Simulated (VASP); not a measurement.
# LiAl16 in VASP: notebook

Runs on LiAl16. Level: PBE. Tasks: single point.

Program: VASP 6.6.1. These are calculated values, not measurements. Logs are shortened: lines on timing, memory, paths and dates and some standing lists are left out, and cuts for length are marked.

## 1. The cell of the first run

The cell holds a slab with vacuum, 17 atoms: a = 8.100 Å, b = 5.728 Å, c = 16.296 Å, α = 90.00°, β = 90.00°, γ = 90.00°.

## 2. Single point, PBE

The input, INCAR:

```
PREC = Accurate ; ENCUT = 520
EDIFF = 1E-7 ; ISMEAR = 0
SIGMA = 0.05 ; LREAL = Auto
LASPH = True ; NELM = 100
ALGO = Normal ; ISIF = 2
LWAVE = False ; LCHARG = True
GGA = PE ; LELF = True
LVHAR = True ; NBANDS = 40
```

The input, KPOINTS:

```
regular mesh
0
Gamma
  3 4 1
```

The input, POSCAR:

```
LiAl16
1.0
    8.1000000000      0.0000000000      0.0000000000
    0.0000000000      5.7275650000      0.0000000000
    0.0000000000      0.0000000000     16.2956740000
Al Li
16 1
Direct
    0.2500000000      0.2499999564      0.0613659797
    0.7500000000      0.2499999564      0.0613659797
    0.2500000000      0.7500000436      0.0613659797
    0.7500000000      0.7500000436      0.0613659797
    0.0059470370      0.0000001746      0.1434456777
    0.4967775309      0.0000001746      0.1436485536
    0.0015448148      0.4999999127      0.1430964439
    0.5009328395      0.4999999127      0.1434517529
    0.2549965432      0.2526398216      0.2401682802
    0.7547466667      0.2415962106      0.2330891622
    0.2549965432      0.7473603530      0.2401682802
    0.7547466667      0.7584037894      0.2330892236
    0.0049786420      0.0000000000      0.3220225810
    0.5071913580      0.0000000000      0.3221259213
   -0.0150922222      0.4999999127      0.3165562222
    0.5269538272      0.4999999127      0.3170569686
    0.2553018519      0.5000004365      0.4060474577
```

Potentials or basis: VASP PAW PBE potentials, release 64 (Al, Li_sv).

Run with:

```
$ cat potpaw_PBE.64/Al/POTCAR potpaw_PBE.64/Li_sv/POTCAR > POTCAR
$ mpirun -np 1 vasp_std > vasp.out
```

OUTCAR:

```text
PREC = Accurate
   ENCUT = 520
   EDIFF = 1E-7
   ISMEAR = 0
   LREAL = Auto
   LASPH = True
   NELM = 100
   ISIF = 2
   GGA = PE

 ion  position               nearest neighbor table
   1  0.250  0.250  0.061-   5 2.78   6 2.80   7 2.81   8 2.82   3 2.86   3 2.86   9 2.91
   2  0.750  0.250  0.061-  10 2.80   8 2.81   7 2.82   6 2.84   5 2.85   4 2.86   4 2.86
   3  0.250  0.750  0.061-   5 2.78   6 2.80   7 2.81   8 2.82   1 2.86   1 2.86  11 2.91
   4  0.750  0.750  0.061-  12 2.80   8 2.81   7 2.82   6 2.84   5 2.85   2 2.86   2 2.86
   5  0.006  0.000  0.143-   1 2.78   3 2.78   2 2.85   4 2.85  10 2.86  12 2.86   7 2.86   7 2.86
                            13 2.91   9 2.94  11 2.94
   6  0.497  0.000  0.144-   1 2.80   3 2.80   2 2.84   4 2.84   8 2.86   8 2.86   9 2.90  11 2.90
                            10 2.90  12 2.90  14 2.91
   7  0.002  0.500  0.143-   1 2.81   3 2.81   2 2.82   4 2.82  15 2.83   5 2.86   5 2.86  10 2.89
                            12 2.89   9 2.95  11 2.95
   8  0.501  0.500  0.143-   2 2.81   4 2.81   1 2.82   3 2.82  16 2.84   6 2.86   6 2.86   9 2.91
                            11 2.91  10 2.92  12 2.92
   9  0.255  0.253  0.240-  13 2.82  11 2.83  14 2.84  15 2.89  11 2.89   6 2.90  16 2.90   8 2.91
                             1 2.91   5 2.94   7 2.95
  10  0.755  0.242  0.233-  16 2.73  15 2.74  12 2.77   2 2.80  14 2.84  13 2.85   5 2.86   7 2.89
                             6 2.90   8 2.92  12 2.96
  11  0.255  0.747  0.240-  13 2.82   9 2.83  14 2.84  15 2.89   9 2.89   6 2.90  16 2.90   8 2.91
                             3 2.91   5 2.94   7 2.95
  12  0.755  0.758  0.233-  16 2.73  15 2.74  10 2.77   4 2.80  14 2.84  13 2.85   5 2.86   7 2.89
                             6 2.90   8 2.92  10 2.96
  13  0.005  0.000  0.322-  11 2.82   9 2.82  12 2.85  10 2.85  15 2.87  15 2.87   5 2.91
  14  0.507  0.000  0.322-  12 2.84  10 2.84  11 2.84   9 2.84  16 2.87  16 2.87   6 2.91
  15  0.985  0.500  0.317-  17 2.63  10 2.74  12 2.74   7 2.83  13 2.87  13 2.87   9 2.89  11 2.89

  16  0.527  0.500  0.317-  17 2.64  10 2.73  12 2.73   8 2.84  14 2.87  14 2.87   9 2.90  11 2.90

  17  0.255  0.500  0.406-  15 2.63  16 2.64

  LATTYP: Found a simple orthorhombic cell.
 ALAT       =     5.7275650000
 B/A-ratio  =     1.4142135445
 C/A-ratio  =     2.8451312207

  Lattice vectors:

 A1 = (   0.0000000000,  -5.7275650000,   0.0000000000)
 A2 = (   8.1000000000,   0.0000000000,   0.0000000000)
 A3 = (   0.0000000000,   0.0000000000,  16.2956740000)

Analysis of symmetry for initial positions (statically):
=====================================================================
 Subroutine PRICEL returns:
 Original cell was already a primitive cell.

 Routine SETGRP: Setting up the symmetry group for a
 simple orthorhombic supercell.

 Subroutine GETGRP returns: Found  2 space group operations
 (whereof  2 operations were pure point group operations)
 out of a pool of  8 trial point group operations.

The static configuration has the point symmetry C_1h.

Analysis of symmetry for dynamics (positions and initial velocities):
=====================================================================
 Subroutine PRICEL returns:
 Original cell was already a primitive cell.

 Routine SETGRP: Setting up the symmetry group for a
 simple orthorhombic supercell.

 Subroutine GETGRP returns: Found  2 space group operations
 (whereof  2 operations were pure point group operations)
 out of a pool of  8 trial point group operations.

The dynamic configuration has the point symmetry C_1h.

 Subroutine INISYM returns: Found  2 space group operations
 (whereof  2 operations are pure point group operations),
 and found     1 'primitive' translations

----------------------------------------------------------------------------------------

                                     Primitive cell

  volume of cell :     756.0097

  direct lattice vectors                    reciprocal lattice vectors
     8.100000000  0.000000000  0.000000000     0.123456790  0.000000000  0.000000000
     0.000000000  5.727565000  0.000000000     0.000000000  0.174594265  0.000000000
     0.000000000  0.000000000 16.295674000     0.000000000  0.000000000  0.061365980

  length of vectors
     8.100000000  5.727565000 16.295674000     0.123456790  0.174594265  0.061365980

  position of ions in fractional coordinates (direct lattice)
     0.250000000  0.249999956  0.061365980
     0.750000000  0.249999956  0.061365980
     0.250000000  0.750000044  0.061365980
     0.750000000  0.750000044  0.061365980
     0.005947037  0.000000175  0.143445678
     0.496777531  0.000000175  0.143648554
[... 9 lines left out ...]
     0.526953827  0.499999913  0.317056969
     0.255301852  0.500000437  0.406047458

  ion indices of the primitive-cell ions
   primitive index   ion index
                 1           1
                 2           2
                 3           3
                 4           4
                 5           5
                 6           6
[... 9 lines left out ...]
                16          16
                17          17

----------------------------------------------------------------------------------------

 KPOINTS: regular mesh

Automatic generation of k-mesh.
 Grid dimensions read from file:
 generate k-points for:    3    4    1

 Generating k-lattice:

  Cartesian coordinates                     Fractional coordinates (reciprocal lattice)
     0.041152263  0.000000000  0.000000000     0.333333333  0.000000000  0.000000000
     0.000000000  0.043648566  0.000000000     0.000000000  0.250000000  0.000000000
     0.000000000  0.000000000  0.061365980     0.000000000  0.000000000  1.000000000

  Length of vectors
     0.041152263  0.043648566  0.061365980

  Shift w.r.t. Gamma in fractional coordinates (k-lattice)
     0.000000000  0.000000000  0.000000000

 Subroutine IBZKPT returns following result:
 ===========================================

 Found      6 irreducible k-points:

 Following reciprocal coordinates:
            Coordinates               Weight
  0.000000  0.000000  0.000000      1.000000
  0.333333  0.000000  0.000000      2.000000
  0.000000  0.250000  0.000000      2.000000
  0.333333  0.250000  0.000000      4.000000
  0.000000  0.500000  0.000000      1.000000
  0.333333  0.500000  0.000000      2.000000
   k-points           NKPTS =      6   k-points in BZ     NKDIM =      6   number of bands    NBANDS=     40
   number of dos      NEDOS =    301   number of ions     NIONS =     17
   total plane-waves  NPLWV = 362880
   dimension x,y,z NGX =    60 NGY =   48 NGZ =  126
   dimension x,y,z NGXF=   120 NGYF=   96 NGZF=  252
   ions per type =              16   1
   NGX,Y,Z   is equivalent  to a cutoff of  12.31, 13.93, 12.85 a.u.
   NGXF,Y,Z  is equivalent  to a cutoff of  24.63, 27.86, 25.71 a.u.
 SYSTEM =  unknown system
   PREC   = accura    normal or accurate (medium, high low for compatibility)
   ISTART =      0    job   : 0-new  1-cont  2-samecut
   ICHARG =      2    charge: 1-file 2-atom 10-const
   ISPIN  =      1    spin polarized calculation?
   LNONCOLLINEAR =      F non collinear calculations
   LSORBIT =      F    spin-orbit coupling
   LASPH  =      T    aspherical Exc in radial PAW
   ENCUT  =  520.0 eV  38.22 Ry    6.18 a.u.  15.06 10.65 30.30*2*pi/ulx,y,z
   NELM   =    100;   NELMIN=  2; NELMDL= -5     # of ELM steps
   EDIFF  = 0.1E-06   stopping-criterion for ELM
   LREAL  =      T    real-space projection
   EDIFFG = 0.1E-05   stopping-criterion for IOM
   NSW    =      0    number of steps for IOM
   IBRION =     -1    ionic relax: 0-MD 1-quasi-New 2-CG
   NFREE  =      0    steps in history (QN), initial steepest desc. (CG)
   ISIF   =      2    stress and relaxation
   ISYM   =      2    0-nonsym 1-usesym 2-fastsym
   POTIM  = 0.5000    time-step for ionic-motion
   TEBEG  =    0.0;   TEEND  =   0.0 temperature during run
   PSTRESS=    0.0 pullay stress
   NELECT =      51.0000    total number of electrons
   NUPDOWN=      -1.0000    fix difference up-down
   EMIN   =  10.00;   EMAX   =-10.00  energy-range for DOS
   EFERMI =   0.00;   METHOD = LEGACY
   ISMEAR =     0;   SIGMA  =   0.05  broadening in eV -4-tet -1-fermi 0-gaus
   EFERMI_NEDOS =   21; number of points for ismear=-14 and -15
   IALGO  =     38    algorithm
   IMIX   =      4    mixing-type and parameters
     AMIX     =   0.40;   BMIX     =  1.00
     AMIX_MAG =   1.60;   BMIX_MAG =  1.00
  volume/ion in A,a.u.               =      44.47       300.11
  Fermi-wavevector in a.u.,A,eV,Ry     =   0.666432  1.259374  6.042775  0.444131
  Thomas-Fermi vector in A             =   1.740731
   LORBIT       =      0    0 simple, 1 ext, 2 COOP (PROOUT), +10 PAW based schemes
   GGA     = PE    functional components
   LHFCALC =     F    Hartree Fock is set to
   AEXX    =    0.0000 exact exchange contribution
   IVDW    =     0    specifies the selected vdW correction
   LEPSILON=     F    determine dielectric tensor
   LRPA    =     F    only Hartree local field effects (RPA)
 non-spin polarized calculation
 Gauss-broadening in eV      SIGMA  =   0.05
  energy-cutoff  :      520.00
  volume of cell :      756.01
 maximum number of plane-waves:     20387
   NGX = 31   NGY = 21   NGZ = 61

 number of electron      50.9999999 magnetization

 Free energy of the ion-electron system (eV)
  ---------------------------------------------------
  ext. energy  EPLUGINS =         0.00000000
  ---------------------------------------------------
  free energy    TOTEN  =       -56.62661844 eV

  energy without entropy =      -56.61112646  energy(sigma->0) =      -56.61887245

 E-fermi :   0.5599     XC(G=0):  -4.9470

 val. band max:        0.5543609715   @ k =   0.0000   0.2500   0.0000
 cond. band min:       0.5761835108   @ k =   0.3333   0.0000   0.0000
 fundamental gap:      0.0218225392
 Fermi energy:         0.5599194664

 k-point     1 :       0.0000    0.0000    0.0000
  band No.  band energies     occupation
      1     -46.9962      2.00000
      2      -9.6646      2.00000
      3      -7.4709      2.00000
      4      -7.4357      2.00000
      5      -7.2897      2.00000
      6      -5.2530      2.00000
[... 29 lines left out ...]
     36       2.6269      0.00000
     37       2.6497      0.00000
[... 168 lines left out ...]
      6      -5.9748      2.00000
[... 29 lines left out ...]
     36       3.1153      0.00000
     37       3.3003      0.00000
 [bands above 37 left out]

------------------------ aborting loop because EDIFF is reached ----------------------------------------

  FORCE on cell =-STRESS in cart. coord.  units (eV):
  Direction    XX          YY          ZZ          XY          YZ          ZX
  --------------------------------------------------------------------------------------
  -------------------------------------------------------------------------------------
  Total       -6.9222605     -9.2571906     -0.0360081      0.0000000      0.0000000     -0.0499808
  in kB      -14.6700349    -19.6183472     -0.0763104      0.0000000      0.0000000     -0.1059220
  external PRESSURE =     -11.4548975 kB  Pullay stress =       0.0000000 kB

 VOLUME and BASIS-vectors are now :
 -----------------------------------------------------------------------------
  energy-cutoff  :      520.00
  volume of cell :      756.01
      direct lattice vectors                 reciprocal lattice vectors
     8.100000000  0.000000000  0.000000000     0.123456790  0.000000000  0.000000000
     0.000000000  5.727565000  0.000000000     0.000000000  0.174594265  0.000000000
     0.000000000  0.000000000 16.295674000     0.000000000  0.000000000  0.061365980

 POSITION                                       TOTAL-FORCE (eV/Angst)
 -----------------------------------------------------------------------------------
      2.02500      1.43189      1.00000         0.013648     -0.017057      0.049083
      6.07500      1.43189      1.00000        -0.006418      0.024846     -0.048609
      2.02500      4.29567      1.00000         0.013648      0.017057      0.049083
      6.07500      4.29567      1.00000        -0.006418     -0.024846     -0.048609
      0.04817      0.00000      2.33754         0.004271      0.000000     -0.000876
      4.02390      0.00000      2.34085         0.005364      0.000000      0.000207
[... 9 lines left out ...]
      4.26833      2.86378      5.16666        -0.001581      0.000000     -0.003750
      2.06795      2.86379      6.61682        -0.003178      0.000000      0.010013
 -----------------------------------------------------------------------------------
    total drift:                               -0.015682     -0.001086      0.000154

  FREE ENERGIE OF THE ION-ELECTRON SYSTEM (eV)
  ---------------------------------------------------
  free  energy   TOTEN  =       -56.6266184415 eV

  energy  without entropy=      -56.6111264609  energy(sigma->0) =      -56.61887245
```

It took 3.7 min on 1 thread of AMD EPYC 9R45 (Zen 5), shared host; peak memory 0.68 GiB.

What came out:

- Free energy: -56.6266 eV
- Largest force: 0.055 eV/Å

Forces in eV/Å, atoms in the order of the input:
```
Al   0.014 -0.017  0.049
Al  -0.006  0.025 -0.049
Al   0.014  0.017  0.049
Al  -0.006 -0.025 -0.049
Al   0.004  0.000 -0.001
Al   0.005  0.000  0.000
Al  -0.003  0.000 -0.004
Al   0.001  0.000 -0.002
Al  -0.002 -0.002  0.000
Al  -0.004  0.004  0.003
Al  -0.002  0.002  0.000
Al  -0.004 -0.004  0.003
Al   0.007  0.000 -0.001
Al  -0.009  0.000 -0.002
Al  -0.005  0.000 -0.006
Al  -0.002  0.000 -0.004
Li  -0.003  0.000  0.010
```

Caveat: the cutoff is under 1.25 times the usual one of these potentials, so pressure, stress and relaxed cells hold a basis-set (Pulay) error.

## 3. Single point, PBE

The input, INCAR:

```
SYSTEM = LiAl16
  PREC = Accurate
  ENCUT = 520
  EDIFF = 1E-6
  ISMEAR = 0
  SIGMA = 0.05
  LREAL = Auto
  LASPH = .TRUE.
  NELM = 80
  ALGO = Normal
  ISIF = 2
  LWAVE = .FALSE.
  LCHARG = .TRUE.
  GGA = PE
  LELF = .TRUE.
  LVHAR = .TRUE.
  NBANDS = 40
```

The input, KPOINTS:

```
regular mesh
0
G
  3 4 1
  0 0 0
```

The input, POSCAR:

```
LiAl16
1.0
    8.1000000000      0.0000000000      0.0000000000
    0.0000000000      5.7275650000      0.0000000000
    0.0000000000      0.0000000000     16.2956740000
Al Li
16 1
Direct
    0.2500000000      0.2500000000      0.0613660000
    0.7500000000      0.2500000000      0.0613660000
    0.2500000000      0.7500000000      0.0613660000
    0.7500000000      0.7500000000      0.0613660000
    0.0027918872     -0.0005366946      0.1433433699
    0.5019350948     -0.0005855418      0.1432554549
    0.0027915274      0.5005373192      0.1433435415
    0.5019355168      0.5005858779      0.1432553165
    0.2570879422      0.2500002720      0.2331424559
    0.7566606908      0.2500002229      0.2383726848
    0.2572265593      0.7499992246      0.2353867881
    0.7566195623      0.7500008601      0.2387651415
    0.0112263548     -0.0023642141      0.3196986805
    0.5063293377     -0.0027311466      0.3199807111
    0.0112252842      0.5023650292      0.3196986447
    0.5063303354      0.5027316843      0.3199803319
    0.2586624366      0.2500064524      0.4060371668
```

Potentials or basis: VASP PAW PBE potentials, release 64 (Al, Li_sv).

Run with:

```
$ cat potpaw_PBE.64/Al/POTCAR potpaw_PBE.64/Li_sv/POTCAR > POTCAR
$ mpirun -np 1 vasp_std > vasp.out
```

It took 3.7 min on 1 thread of AMD EPYC 9R45 (Zen 5), shared host; peak memory 0.69 GiB.

Results (log left out):

```
Free energy   : -56.8346 eV
Largest force : 0.104 eV/Å
```

Forces in eV/Å, atoms in the order of the input:
```
Al   0.006  0.000 -0.104
Al   0.017  0.000  0.067
Al   0.010  0.000 -0.060
Al   0.007  0.000  0.087
Al  -0.006  0.005  0.008
Al  -0.005  0.003  0.000
Al  -0.006 -0.005  0.008
Al  -0.005 -0.003  0.000
Al  -0.011  0.000 -0.004
Al   0.010  0.000 -0.004
Al  -0.011  0.000  0.004
Al   0.005  0.000  0.011
Al  -0.001 -0.008  0.000
Al  -0.002 -0.004 -0.003
Al  -0.001  0.008  0.000
Al  -0.002  0.004 -0.003
Li  -0.007  0.000 -0.008
```

Levels at points of the mesh, in eV from the Fermi level:
| k point | band 23 | band 24 | band 25 | band 26 | band 27 | band 28 |
| --- | --- | --- | --- | --- | --- | --- |
| (0.00, 0.00, 0.00) | -0.94 | -0.88 | -0.62 | -0.40 | -0.16 | 0.07 |
| (0.00, 0.50, 0.00) | -0.85 | -0.14 | -0.11 | 0.53 | 0.56 | 1.07 |

Caveat: the cutoff is under 1.25 times the usual one of these potentials, so pressure, stress and relaxed cells hold a basis-set (Pulay) error.

(Part 1 of 2 ends here.)
